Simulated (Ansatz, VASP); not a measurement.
Yb in VASP and in Ansatz

INCAR

```
SYSTEM = Yb
PREC = Accurate
ENCUT = 520
EDIFF = 1E-8
ISMEAR = -1
SIGMA = 0.05
LREAL = .FALSE.
LASPH = .TRUE.
NELM = 60
ALGO = Normal
ISIF = 2
LWAVE = .FALSE.
LCHARG = .FALSE.
GGA = PE
LEFG = .TRUE.
NBANDS = 18
```

KPOINTS

```
Automatic mesh
0
G
  12 12 12
  0 0 0
```

Contents of POSCAR:

```
Yb
1.0
    0.0000000000      2.7791975606      2.7791975606
    2.7791975606      0.0000000000      2.7791975606
    2.7791975606      2.7791975606      0.0000000000
Yb
1
Direct
    0.0000000000      0.0000000000      0.0000000000
```

Input for Ansatz:

```yaml
crystal:
  lattice:
    - [0.0, 2.7791975606, 2.7791975606]
    - [2.7791975606, 0.0, 2.7791975606]
    - [2.7791975606, 2.7791975606, 0.0]
  atoms:
    - { symbol: Yb, position: [0.0, 0.0, 0.0] }
kpoints:
  mp_grid: { grid: [12, 12, 12] }
scf:
  occupations: { method: fermi_dirac, width: 0.05 }
  algorithm: direct_min
  mixing: { algorithm: broyden, beta: 0.3, ndim: 16 }
hamiltonian:
  xc: pbe
  pseudopotentials: { kind: paw }
output:
  forces: true
  stress: true
  eigenvalues: true
  efg: { contact_densities: true }
```

Alike in both runs: task electric field gradients; functional PBE; k mesh 12 × 12 × 12; occupations fermi-dirac, width 0.05 eV; no spin polarisation.

|  | VASP | Ansatz |
| --- | --- | --- |
| version | VASP 6.6.1 | Ansatz 0.2.0 |
| potentials or method | VASP PAW PBE potentials, release 64 (Yb) | PAW with Ansatz's default frozen-core files, scalar-relativistic |
| plane-wave cutoff (eV) | 520 | 420 |
| valence electrons in the cell | 24 | 24 |

```tsv
	VASP	Ansatz	Ansatz less VASP
gap on the k mesh at the Fermi level (eV)	none	none	-
pressure (GPa)	-2.8	-2.5	+0.29
```

A gap of «none» marks a metal or a gap that the smearing closes. The functional is the same, so the differences come from potentials, cutoffs and numerics.

Neither program's run includes spin-orbit coupling.
